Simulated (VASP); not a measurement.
# Be16P in VASP: a series of runs, part 2 of 2

VASP 6.6.1. The steps go on from the part before.

**4. Single point, PBE**

INCAR

```
SYSTEM = Be16P
PREC = Accurate
ENCUT = 520
EDIFF = 1E-6
ISMEAR = -1
SIGMA = 0.15
LREAL = Auto
LASPH = .TRUE.
NELM = 80
ALGO = Normal
ISIF = 2
LWAVE = .FALSE.
LCHARG = .FALSE.
GGA = PE
NBANDS = 32
```

KPOINTS

```
regular mesh
0
G
  3 3 1
  0 0 0
```

POSCAR

```
Be16P
1.0
    4.5800000000      0.0000000000      0.0000000000
    2.2900000000      3.9663960000      0.0000000000
    0.0000000000      0.0000000000     17.3826450000
Be P
16 1
Direct
   -0.1666626328      0.3333252656      0.0575286442
    0.3333373672      0.3333252656      0.0575286442
   -0.1666628849      0.8333257698      0.0575286442
    0.3333371151      0.8333257698      0.0575286442
    0.0114032481     -0.0090510378      0.1684956461
    0.5217173193     -0.0453560361      0.1806802129
   -0.0022875166      0.5287671730      0.1724766283
    0.5192525630      0.4699228216      0.1691572255
   -0.2202631002      0.4046746719      0.2824138674
    0.2880325893      0.3672099306      0.2860209134
   -0.1918046501      0.9078014399      0.2754701600
    0.2602347614      0.8884387741      0.2715179422
   -0.0576311852      0.0617689207      0.3853441177
    0.4059311445      0.0617184971      0.4148102892
   -0.0574779426      0.5963095969      0.4010724490
    0.4155778264      0.5831238232      0.3942035289
   -0.1956904580      0.3250053701      0.4862838768
```

Potentials or basis: VASP PAW PBE potentials, release 64 (Be, P).

Launch:

```console
$ cat potpaw_PBE.64/Be/POTCAR potpaw_PBE.64/P/POTCAR > POTCAR
$ mpirun -np 1 vasp_std > vasp.out
```

OUTCAR:

```text
SYSTEM = Be16P
   PREC = Accurate
   ENCUT = 520
   EDIFF = 1E-6
   ISMEAR = -1
   LREAL = Auto
   LASPH = .TRUE.
   NELM = 80
   ISIF = 2
   GGA = PE

 ion  position               nearest neighbor table
   1  0.833  0.333  0.058-   4 2.29   3 2.29   2 2.29   2 2.29   3 2.29   4 2.29   8 2.31   5 2.36

   2  0.333  0.333  0.058-   3 2.29   4 2.29   1 2.29   1 2.29   4 2.29   3 2.29   8 2.33
   3  0.833  0.833  0.058-   2 2.29   1 2.29   4 2.29   4 2.29   1 2.29   2 2.29   7 2.34   5 2.34

   4  0.333  0.833  0.058-   1 2.29   2 2.29   3 2.29   3 2.29   2 2.29   1 2.29   5 2.31
[... 395 lines left out ...]
  in kB      -36.4882614    -61.3860204    -27.6919647     -4.1083822     -4.0569944     13.3618412
  external PRESSURE =     -41.8554155 kB  Pullay stress =       0.0000000 kB

 VOLUME and BASIS-vectors are now :
 -----------------------------------------------------------------------------
  energy-cutoff  :      520.00
  volume of cell :      315.77
      direct lattice vectors                 reciprocal lattice vectors
     4.580000000  0.000000000  0.000000000     0.218340611 -0.126059022  0.000000000
     2.290000000  3.966396000  0.000000000     0.000000000  0.252118044  0.000000000
     0.000000000  0.000000000 17.382645000     0.000000000  0.000000000  0.057528644

 POSITION                                       TOTAL-FORCE (eV/Angst)
 -----------------------------------------------------------------------------------
      4.58000      1.32210      1.00000         0.125274     -0.010396      0.263853
      2.29000      1.32210      1.00000        -0.106194     -0.070891      0.287347
      5.72500      3.30530      1.00000        -0.083124      0.076959      0.291474
      3.43500      3.30530      1.00000         0.109053     -0.004720      0.220051
      2.32150      3.93050      2.92890        -0.186829      0.553563     -0.413770
      4.57560      3.78650      3.14070        -0.323579      1.160242     -0.824496
[... 9 lines left out ...]
      3.23870      2.31290      6.85230         0.777543     -0.795766     -0.304197
      4.42800      1.28910      8.45290         0.235685      0.711240      0.121672
 -----------------------------------------------------------------------------------
    total drift:                               -0.000451      0.000564     -0.002734

  FREE ENERGIE OF THE ION-ELECTRON SYSTEM (eV)
  ---------------------------------------------------
  free  energy   TOTEN  =       -60.0506454798 eV

  energy  without entropy=      -59.6167951031  energy(sigma->0) =      -59.83372029
```

OSZICAR:

```text
N       E                     dE             d eps       ncg     rms          rms(c)
DAV:   1     0.931582982323E+02    0.93158E+02   -0.12578E+04   320   0.876E+02
DAV:   2    -0.543555473704E+02   -0.14751E+03   -0.14106E+03   424   0.167E+02
DAV:   3    -0.631539271317E+02   -0.87984E+01   -0.85770E+01   416   0.367E+01
[... 14 lines left out ...]
DAV:  18    -0.600506200717E+02   -0.50542E-04   -0.46315E-06   416   0.104E-02    0.245E-03
DAV:  19    -0.600506349709E+02   -0.14899E-04   -0.11977E-06   352   0.503E-03    0.126E-03
DAV:  20    -0.600506439003E+02   -0.89294E-05   -0.94054E-07   384   0.303E-03    0.502E-04
DAV:  21    -0.600506452102E+02   -0.13099E-05   -0.17393E-07   328   0.109E-03    0.230E-04
DAV:  22    -0.600506454798E+02   -0.26961E-06   -0.78714E-08   304   0.664E-04
   1 F= -.60050645E+02 E0= -.59833720E+02  d E =-.433850E+00
```

stdout:

```text
POSCAR found type information on POSCAR BeP
 POSCAR found :  2 types and      17 ions
 scaLAPACK will be used
 LDA part: xc-table for (Slater+PW92), standard interpolation
 POSCAR, INCAR and KPOINTS ok, starting setup
 FFT: planning ... GRIDC
 FFT: planning ... GRID_SOFT
 FFT: planning ... GRID
 WAVECAR not read
 entering main loop
```

Run time: 2.2 min. Hardware: 1 thread of Intel Xeon Platinum 8488C (Sapphire Rapids), shared host; peak memory 0.41 GiB.

What came out:

```
Free energy            : -60.0506 eV
Largest force          : 1.806 eV/Å
Band gap on the k mesh : zero (an odd number of electrons rules out a gap without spin polarisation)
```

Forces on the atoms (eV/Å):
```
Be   0.125 -0.010  0.264
Be  -0.106 -0.071  0.287
Be  -0.083  0.077  0.291
Be   0.109 -0.005  0.220
Be  -0.187  0.554 -0.414
Be  -0.324  1.160 -0.824
Be  -0.242 -1.080  0.095
Be  -0.217  0.469  0.126
Be   0.102  0.003 -0.536
Be   0.392  0.073  0.172
Be  -1.049 -0.580  0.589
Be   1.187 -0.451  1.284
Be  -0.241  0.034 -0.767
Be   0.531  0.683 -0.258
Be  -1.011 -0.771 -0.347
Be   0.778 -0.796 -0.304
P    0.236  0.711  0.122
```

Caveat: the k points lie up to 0.53 Å⁻¹ apart, too coarse for converged energies and pressures of a metal; the atoms stand as in a frame of molecular dynamics.

**5. The runs side by side**

```csv
cell,gap on the mesh (eV),largest force (eV/Å)
"as given, atomic positions A",none,2.04
"as given, atomic positions B",none,2.45
"as given, atomic positions C",none,1.81
```

Alike in all rows: task single point; level PBE; potentials or basis VASP PAW PBE potentials, release 64 (Be, P); no spin polarisation; k mesh 3 × 3 × 1; cutoff (eV) 520; smearing fermi-dirac 0.15 eV.

Caveats: all runs use coarse meshes; the atoms stand as in a frame of molecular dynamics.

Absolute energies hang on the potentials; compare differences alone.
